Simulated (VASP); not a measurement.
# BeS (Fm-3m) in VASP: settings compared, part 2 of 2

VASP 6.6.1.

**4. Single point, r2SCAN**

Input file POSCAR:

```
BeS
1.0
    0.0000000000      2.3172971938      2.3172971938
    2.3172971938      0.0000000000      2.3172971938
    2.3172971938      2.3172971938      0.0000000000
Be S
1 1
Direct
    0.0000000000      0.0000000000      0.0000000000
    0.5000000000      0.5000000000      0.5000000000
```

Input file INCAR.step1:

```
ALGO     = Normal         # electronic algorithm
EDIFF    = 1E-4           # SCF threshold, eV
ENCUT    = 520            # plane-wave cutoff, eV
GGA      = PE             # functional
ISMEAR   = 0              # smearing method
LASPH    = True           # aspherical terms in the spheres
LCHARG   = False          # write CHGCAR
LREAL    = False          # projectors in reciprocal space
LWAVE    = True           # write WAVECAR
NBANDS   = 11             # bands
NELM     = 100            # most SCF steps
PREC     = Accurate       # precision mode
SIGMA    = 0.01           # smearing width, eV
```

Input file INCAR.step2:

```
ALGO     = Normal         # electronic algorithm
EDIFF    = 1E-6           # SCF threshold, eV
ENCUT    = 520            # plane-wave cutoff, eV
ISIF     = 2              # what is computed and relaxed
ISMEAR   = 0              # smearing method
ISTART   = 1            
LASPH    = True           # aspherical terms in the spheres
LCHARG   = False          # write CHGCAR
LMIXTAU  = True         
LREAL    = False          # projectors in reciprocal space
LWAVE    = False          # write WAVECAR
METAGGA  = R2SCAN         # meta-GGA
NBANDS   = 11             # bands
NELM     = 100            # most SCF steps
PREC     = Accurate       # precision mode
SIGMA    = 0.01           # smearing width, eV
```

Input file KPOINTS:

```
k-points
0
Gamma
  10 10 10
```

Potentials or basis: VASP PAW PBE potentials, release 64 (Be, S).

Command:

```console
$ cat potpaw_PBE.64/Be/POTCAR potpaw_PBE.64/S/POTCAR > POTCAR
$ cp INCAR.step1 INCAR
$ mpirun -np 1 vasp_std > vasp.out
$ cp INCAR.step2 INCAR
$ mpirun -np 1 vasp_std > vasp.out
```

OUTCAR:

```text
EDIFF = 1E-6
   ENCUT = 520
   ISIF = 2
   ISMEAR = 0
   ISTART = 1
   LASPH = True
   LREAL = False
   METAGGA = R2SCAN
   NELM = 100
   PREC = Accurate

 ion  position               nearest neighbor table
   1  0.000  0.000  0.000-   2 2.32   2 2.32   2 2.32   2 2.32   2 2.32   2 2.32
   2  0.500  0.500  0.500-   1 2.32   1 2.32   1 2.32   1 2.32   1 2.32   1 2.32

  LATTYP: Found a face centered cubic cell.
 ALAT       =     4.6345943876

  Lattice vectors:

 A1 = (   0.0000000000,   2.3172971938,   2.3172971938)
 A2 = (   2.3172971938,   0.0000000000,   2.3172971938)
 A3 = (   2.3172971938,   2.3172971938,   0.0000000000)

Analysis of symmetry for initial positions (statically):
=====================================================================
 Subroutine PRICEL returns:
 Original cell was already a primitive cell.

 Routine SETGRP: Setting up the symmetry group for a
 face centered cubic supercell.

 Subroutine GETGRP returns: Found 48 space group operations
 (whereof 48 operations were pure point group operations)
 out of a pool of 48 trial point group operations.

The static configuration has the point symmetry O_h .

Analysis of symmetry for dynamics (positions and initial velocities):
=====================================================================
 Subroutine PRICEL returns:
 Original cell was already a primitive cell.

 Routine SETGRP: Setting up the symmetry group for a
 face centered cubic supercell.

 Subroutine GETGRP returns: Found 48 space group operations
 (whereof 48 operations were pure point group operations)
 out of a pool of 48 trial point group operations.

The dynamic configuration has the point symmetry O_h .

 Subroutine INISYM returns: Found 48 space group operations
 (whereof 48 operations are pure point group operations),
 and found     1 'primitive' translations

----------------------------------------------------------------------------------------

                                     Primitive cell

  volume of cell :      24.8872

  direct lattice vectors                    reciprocal lattice vectors
     0.000000000  2.317297194  2.317297194    -0.215768612  0.215768612  0.215768612
     2.317297194  0.000000000  2.317297194     0.215768612 -0.215768612  0.215768612
     2.317297194  2.317297194  0.000000000     0.215768612  0.215768612 -0.215768612

  length of vectors
     3.277153120  3.277153120  3.277153120     0.373722199  0.373722199  0.373722199

  position of ions in fractional coordinates (direct lattice)
     0.000000000  0.000000000  0.000000000
     0.500000000  0.500000000  0.500000000

  ion indices of the primitive-cell ions
   primitive index   ion index
                 1           1
                 2           2

----------------------------------------------------------------------------------------

 KPOINTS: k-points

Automatic generation of k-mesh.
 Grid dimensions read from file:
 generate k-points for:   10   10   10

 Generating k-lattice:

  Cartesian coordinates                     Fractional coordinates (reciprocal lattice)
    -0.021576861  0.021576861  0.021576861     0.100000000  0.000000000  0.000000000
     0.021576861 -0.021576861  0.021576861     0.000000000  0.100000000  0.000000000
     0.021576861  0.021576861 -0.021576861     0.000000000  0.000000000  0.100000000

  Length of vectors
     0.037372220  0.037372220  0.037372220

  Shift w.r.t. Gamma in fractional coordinates (k-lattice)
     0.000000000  0.000000000  0.000000000

 Subroutine IBZKPT returns following result:
 ===========================================

 Found     47 irreducible k-points:

 Following reciprocal coordinates:
            Coordinates               Weight
  0.000000  0.000000  0.000000      1.000000
  0.100000  0.000000  0.000000      8.000000
  0.200000  0.000000  0.000000      8.000000
  0.300000  0.000000  0.000000      8.000000
  0.400000  0.000000  0.000000      8.000000
  0.500000  0.000000  0.000000      4.000000
[... 16 lines left out ...]
  0.300000  0.300000  0.000000      6.000000
  0.400000  0.300000  0.000000     24.000000
 [... further k-points ...]
   k-points           NKPTS =     47   k-points in BZ     NKDIM =     47   number of bands    NBANDS=     11
   number of dos      NEDOS =    301   number of ions     NIONS =      2
   total plane-waves  NPLWV =  13824
   dimension x,y,z NGX =    24 NGY =   24 NGZ =   24
   dimension x,y,z NGXF=    48 NGYF=   48 NGZF=   48
   ions per type =               1   1
   NGX,Y,Z   is equivalent  to a cutoff of  12.17, 12.17, 12.17 a.u.
   NGXF,Y,Z  is equivalent  to a cutoff of  24.35, 24.35, 24.35 a.u.
 SYSTEM =  unknown system
   PREC   = accura    normal or accurate (medium, high low for compatibility)
   ISTART =      1    job   : 0-new  1-cont  2-samecut
   ICHARG =      0    charge: 1-file 2-atom 10-const
   ISPIN  =      1    spin polarized calculation?
   LNONCOLLINEAR =      F non collinear calculations
   LSORBIT =      F    spin-orbit coupling
   LASPH  =      T    aspherical Exc in radial PAW
   ENCUT  =  520.0 eV  38.22 Ry    6.18 a.u.   6.09  6.09  6.09*2*pi/ulx,y,z
   NELM   =    100;   NELMIN=  2; NELMDL=  0     # of ELM steps
   EDIFF  = 0.1E-05   stopping-criterion for ELM
   LREAL  =      F    real-space projection
   EDIFFG = 0.1E-04   stopping-criterion for IOM
   NSW    =      0    number of steps for IOM
   IBRION =     -1    ionic relax: 0-MD 1-quasi-New 2-CG
   NFREE  =      0    steps in history (QN), initial steepest desc. (CG)
   ISIF   =      2    stress and relaxation
   ISYM   =      2    0-nonsym 1-usesym 2-fastsym
   POTIM  = 0.5000    time-step for ionic-motion
   TEBEG  =    0.0;   TEEND  =   0.0 temperature during run
   PSTRESS=    0.0 pullay stress
   NELECT =       8.0000    total number of electrons
   NUPDOWN=      -1.0000    fix difference up-down
   EMIN   =  10.00;   EMAX   =-10.00  energy-range for DOS
   EFERMI =   0.00;   METHOD = LEGACY
   ISMEAR =     0;   SIGMA  =   0.01  broadening in eV -4-tet -1-fermi 0-gaus
   EFERMI_NEDOS =   21; number of points for ismear=-14 and -15
   IALGO  =     38    algorithm
   IMIX   =      4    mixing-type and parameters
     AMIX     =   0.40;   BMIX     =  1.00
     AMIX_MAG =   1.60;   BMIX_MAG =  1.00
  volume/ion in A,a.u.               =      12.44        83.97
  Fermi-wavevector in a.u.,A,eV,Ry     =   1.121450  2.119232 17.111356  1.257649
  Thomas-Fermi vector in A             =   2.258103
   LORBIT       =      0    0 simple, 1 ext, 2 COOP (PROOUT), +10 PAW based schemes
   METAGGA = R2SCAN    functional components
   LHFCALC =     F    Hartree Fock is set to
   AEXX    =    0.0000 exact exchange contribution
   IVDW    =     0    specifies the selected vdW correction
   LEPSILON=     F    determine dielectric tensor
   LRPA    =     F    only Hartree local field effects (RPA)
 non-spin polarized calculation
 Gauss-broadening in eV      SIGMA  =   0.01
  energy-cutoff  :      520.00
  volume of cell :       24.89
 maximum number of plane-waves:       692
   NGX = 13   NGY = 13   NGZ = 13

 number of electron       7.9999998 magnetization

 Free energy of the ion-electron system (eV)
  ---------------------------------------------------
  ext. energy  EPLUGINS =         0.00000000
  ---------------------------------------------------
  free energy    TOTEN  =       -13.55224895 eV

  energy without entropy =      -13.55224895  energy(sigma->0) =      -13.55224895

 E-fermi :   6.4530     XC(G=0): -11.0904

 val. band max:        6.3914942698   @ k =  -0.2000   0.1000   0.0000
 cond. band min:       7.7836405336   @ k =   0.5000   0.5000   0.0000
 fundamental gap:      1.3921462638
 Fermi energy:         6.4529821701

 k-point     1 :       0.0000    0.0000    0.0000
  band No.  band energies     occupation
      1      -9.3089      2.00000
      2       6.1671      2.00000
      3       6.1671      2.00000
      4       6.1672      2.00000
      5      12.6422      0.00000
      6      15.8236      0.00000
      7      15.8236      0.00000
      8      15.8236      0.00000
      9      17.0975      0.00000
     10      17.0975      0.00000
     11      17.0975      0.00000
[... 309 lines left out ...]
 k-point    24 :       0.4000    0.3000    0.0000
  band No.  band energies     occupation
      1      -6.9439      2.00000
      2       1.1102      2.00000
      3       3.3458      2.00000
      4       3.7568      2.00000
      5       8.8446      0.00000
      6      12.4347      0.00000
      7      17.0714      0.00000
      8      17.5643      0.00000
      9      19.3865      0.00000
     10      22.7910      0.00000
     11      24.5839      0.00000

 [... further k-points ...]
[... 5 lines left out ...]
  --------------------------------------------------------------------------------------
  -------------------------------------------------------------------------------------
  Total       -0.0000624     -0.0000624     -0.0000624     -0.0000000      0.0000000     -0.0000000
  in kB       -0.0040149     -0.0040149     -0.0040149     -0.0000000      0.0000000     -0.0000000
  external PRESSURE =      -0.0040149 kB  Pullay stress =       0.0000000 kB

 VOLUME and BASIS-vectors are now :
 -----------------------------------------------------------------------------
  energy-cutoff  :      520.00
  volume of cell :       24.89
      direct lattice vectors                 reciprocal lattice vectors
     0.000000000  2.317297194  2.317297194    -0.215768612  0.215768612  0.215768612
     2.317297194  0.000000000  2.317297194     0.215768612 -0.215768612  0.215768612
     2.317297194  2.317297194  0.000000000     0.215768612  0.215768612 -0.215768612

 POSITION                                       TOTAL-FORCE (eV/Angst)
 -----------------------------------------------------------------------------------
      0.00000      0.00000      0.00000         0.000000      0.000000      0.000000
      2.31730      2.31730      2.31730         0.000000      0.000000      0.000000
 -----------------------------------------------------------------------------------
    total drift:                               -0.000000     -0.000000      0.000000

  FREE ENERGIE OF THE ION-ELECTRON SYSTEM (eV)
  ---------------------------------------------------
  free  energy   TOTEN  =       -13.5522489524 eV

  energy  without entropy=      -13.5522489524  energy(sigma->0) =      -13.55224895
```

Wall time 72 s (1 thread of AMD EPYC, shared host); peak memory 0.11 GiB.

What came out:

```
Free energy            : -13.5522 eV
Pressure               : 0.0 GPa
Band gap on the k mesh : 1.39 eV, indirect (least direct gap 4.60 eV)
```

Levels at points of the mesh, in eV from the valence-band top:
```tsv
k point	band 1	band 2	band 3	band 4	band 5	band 6	band 7	band 8	band 9
(0.00, 0.00, 0.00)	-15.70	-0.22	-0.22	-0.22	6.25	9.43	9.43	9.43	10.71
(0.50, 0.00, 0.00)	-13.34	-7.39	-0.49	-0.49	4.53	4.53	4.89	11.24	16.39
(0.50, 0.50, 0.00)	-12.26	-6.90	-3.21	-3.21	1.39	4.91	13.03	13.03	14.98
```

Caveat: the PAW data sets were made with another functional, which shifts forces and pressure a little.

**5. Relaxation of cell and atoms, PBEsol**

This run uses another cell than the first one, of 12.40 Å³/atom, 0.997 times its volume.

Input file INCAR:

```
  ALGO = Normal
  EDIFF = 1E-7
  EDIFFG = -0.005
  ENCUT = 600
  GGA = PS
  IBRION = 2
  ISIF = 3
  ISMEAR = -1
  LASPH = T
  LCHARG = F
  LREAL = F
  LWAVE = F
  NELM = 100
  NSW = 80
  PREC = Accurate
  SIGMA = 0.02
```

Input file KPOINTS:

```
k-points
0
Gamma
  8 8 8
```

Input file POSCAR:

```
BeS
1.0
    0.0000000000      2.3146113634      2.3146113634
    2.3146113634      0.0000000000      2.3146113634
    2.3146113634      2.3146113634      0.0000000000
Be S
1 1
Direct
    0.0000000000      0.0000000000      0.0000000000
    0.5000000000      0.5000000000      0.5000000000
```

Command:

```console
$ cat potpaw_PBE.64/Be/POTCAR potpaw_PBE.64/S/POTCAR > POTCAR
$ mpirun -np 1 vasp_std > vasp.out
```

Wall time 38 s (1 thread of AMD EPYC, shared host); peak memory 0.12 GiB.

Results (log left out):

```yaml
Free_energy: -9.5837 eV
Relaxed_volume: 12.11 Å³/atom
Relaxed_cell: a = 3.247 Å, b = 3.247 Å, c = 3.247 Å, α = 60.00°, β = 60.00°, γ = 60.00°
Space_group_after_relaxing_to_0.05_Å: Fm-3m (No. 225)
Energy_gained_by_relaxing: 2.4 meV/atom
Ionic_steps: 3
Pressure_after_relaxing: 0.0 GPa
Band_gap_on_the_k_mesh: 0.99 eV, indirect (least direct gap 4.29 eV)
```

Step by step:
```csv
step,energy change (eV),largest force (eV/Å),pressure (GPa),volume (Å³)
1,0.0000,0.0000,-2.59,24.80
2,-0.0046,0.0000,0.61,24.09
3,-0.0048,0.0000,0.00,24.21
```

Final structure:
```
CELL_PARAMETERS angstrom
0.00000 2.29623 2.29623
2.29623 0.00000 2.29623
2.29623 2.29623 0.00000
ATOMIC_POSITIONS crystal
Be 0.00000 0.00000 0.00000
S 0.50000 0.50000 0.50000
```

Levels at points of the mesh, in eV from the valence-band top:
| k point | band 1 | band 2 | band 3 | band 4 | band 5 | band 6 | band 7 | band 8 |
| --- | --- | --- | --- | --- | --- | --- | --- | --- |
| (0.00, 0.00, 0.00) | -15.34 | -0.29 | -0.29 | -0.29 | 5.56 | 8.74 | 8.74 | 8.74 |
| (0.50, 0.00, 0.00) | -12.97 | -7.46 | -0.52 | -0.52 | 3.87 | 3.87 | 4.09 | 10.43 |
| (0.50, 0.50, 0.00) | -11.84 | -7.05 | -3.30 | -3.30 | 0.99 | 4.08 | 12.01 | 12.01 |

Caveat: the PAW data sets were made with another functional, which shifts forces and pressure a little. A k mesh can miss the band edges.

**6. Summary**

```csv
task,level,potentials or basis,cell,k mesh,cutoff (eV),smearing,gap on the mesh (eV),pressure (GPa)
single point,LDA,"VASP PAW LDA potentials, release 64 (Be, S)","a = 3.277 Å, angles 60.0°, 2 atoms",10 × 10 × 10,520,gaussian 0.01 eV,1.02,-5.5
single point,r2SCAN,"VASP PAW PBE potentials, release 64 (Be, S)","a = 3.277 Å, angles 60.0°, 2 atoms",8 × 8 × 8,520,fermi-dirac 0.02 eV,1.35,-0.1
single point,r2SCAN,"VASP PAW PBE potentials, release 64 (Be, S)","a = 3.277 Å, angles 60.0°, 2 atoms",10 × 10 × 10,520,gaussian 0.01 eV,1.39,0.0
relaxation of cell and atoms,PBEsol,"VASP PAW PBE potentials, release 64 (Be, S)","relaxed from a = 3.273 Å, angles 60.0°, 2 atoms",8 × 8 × 8,600,fermi-dirac 0.02 eV,0.99,0.0
```

Alike in all rows: no spin polarisation.

Caveats: the PAW data sets were made with another functional, which shifts forces and pressure a little (some runs).

Absolute energies hang on the potentials; compare differences alone.
